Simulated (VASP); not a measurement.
Wanted: the native input for a VASP 6.6.1 run.

| Property | Result |
| --- | --- |
| Task | relaxation of cell and atoms |
| Functional | PBE |
| Potentials or basis | VASP PAW PBE potentials, release 64 (Ho_3, O), 4f in core |
| Cutoff | 600 eV |
| k mesh | 10 × 10 × 10 |
| Occupations | gaussian, width 0.1 eV |
| Spin | no spin polarisation |
| Dipole correction | no |
| Mended | yes |
| Further INCAR settings | ALGO = Normal; EDIFF = 1e-07; IBRION = 2; EDIFFG = -0.01; NSW = 100; ISIF = 3 |

The structure of HoO3 lies in POSCAR:

```
HoO3
1.0
    4.4015042984      0.0000000000      0.0000000000
    0.0000000000      4.4015042984      0.0000000000
    0.0000000000      0.0000000000      4.4015042984
Ho O
1 3
Direct
    0.5000000000      0.5000000000      0.5000000000
    0.5000000000      0.5000000000      0.0000000000
    0.0000000000      0.5000000000      0.5000000000
    0.5000000000      0.0000000000      0.5000000000
```

The cell was built from a structure type or drawn by symmetry, and may not be a known phase.

The input as run:

INCAR

```
ALGO = Normal ; EDIFF = 1E-7
EDIFFG = -0.01 ; ENCUT = 600
GGA = PE ; GGA_COMPAT = F
IBRION = 2 ; ISIF = 3
ISMEAR = 0 ; LASPH = T
LCHARG = F ; LMAXMIX = 6
LREAL = F ; LWAVE = F
NELM = 200 ; NELMIN = 4
NSW = 100 ; PREC = Accurate
SIGMA = 0.1
```

KPOINTS

```
k-points
0
Gamma
  10 10 10
```

Potentials or basis: VASP PAW PBE potentials, release 64 (Ho_3, O), 4f in core.

Run with:

```console
$ cat potpaw_PBE.64/Ho_3/POTCAR potpaw_PBE.64/O/POTCAR > POTCAR
$ mpirun -np 1 vasp_std > vasp.out
```

It gave:

```json
{
  "Relaxed volume": "21.69 Å³/atom",
  "Relaxed cell": "a = 4.427 Å, b = 4.427 Å, c = 4.427 Å, α = 90.00°, β = 90.00°, γ = 90.00°",
  "Space group after relaxing (to 0.1 Å)": "Pm-3m (No. 221)",
  "Energy gained by relaxing": "1.2 meV/atom",
  "Ionic steps": "3",
  "Pressure after relaxing": "0.0 GPa",
  "Band gap on the k mesh": "zero (an odd number of electrons rules out a gap without spin polarisation)"
}
```

Caveat: spin-orbit coupling is left out, which moves the levels of the heavy elements; the 4f electrons are frozen in the core, so they carry no moment and show no levels; an odd number of electrons without spin polarisation forces a metal; a magnetic or distorted state may lie lower; the run has no spin polarisation, though such a crystal can be magnetic.

It took 76 s on 1 thread of Intel(R) Xeon(R) 6975P-C (Granite Rapids), on a shared host, peak memory 0.26 GiB.
